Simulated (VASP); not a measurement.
# AlN: single point with PBEsol

Crystal: AlN.

```
Al N
1.0
     0.00000    2.16504    2.16504
     2.16504    0.00000    2.16504
     2.16504    2.16504    0.00000
Al N
1 1
Direct
  0.00000 0.00000 0.00000
  0.25000 0.25000 0.25000
```

| Item | Value |
| --- | --- |
| Program | VASP 6.6.1 |
| Task | single point |
| Functional | PBEsol |
| Potentials or basis | VASP PAW PBE potentials, release 64 (Al, N) |
| Cutoff | 520 eV |
| k mesh | 10 × 10 × 10 |
| Occupations | gaussian, width 0.01 eV |
| Spin | no spin polarisation |
| Dipole correction | no |
| Further INCAR settings | ALGO = Normal; EDIFF = 1e-07; NBANDS = 11 |

```
Pressure               : 7.0 GPa
Band gap on the k mesh : 3.20 eV, indirect (least direct gap 4.37 eV)
```

Levels at points of the mesh, in eV from the valence-band top:
```tsv
k point	band 1	band 2	band 3	band 4	band 5	band 6	band 7	band 8
(0.00, 0.00, 0.00)	-15.11	0.00	0.00	0.00	4.37	12.73	12.73	12.73
(0.50, 0.00, 0.00)	-12.95	-6.02	-0.48	-0.48	7.52	9.94	11.20	11.20
(0.50, 0.50, 0.00)	-12.28	-5.03	-1.82	-1.82	3.20	8.64	14.23	15.95
```

Wall time 5.4 s on 1 thread of AMD EPYC 9R45 96-Core Processor (Zen 5), on a shared host, peak memory 0.11 GiB.

Caveat: the PAW data sets were made with another functional, which shifts forces and pressure a little. As with any semilocal functional, this PBEsol gap is likely too small.
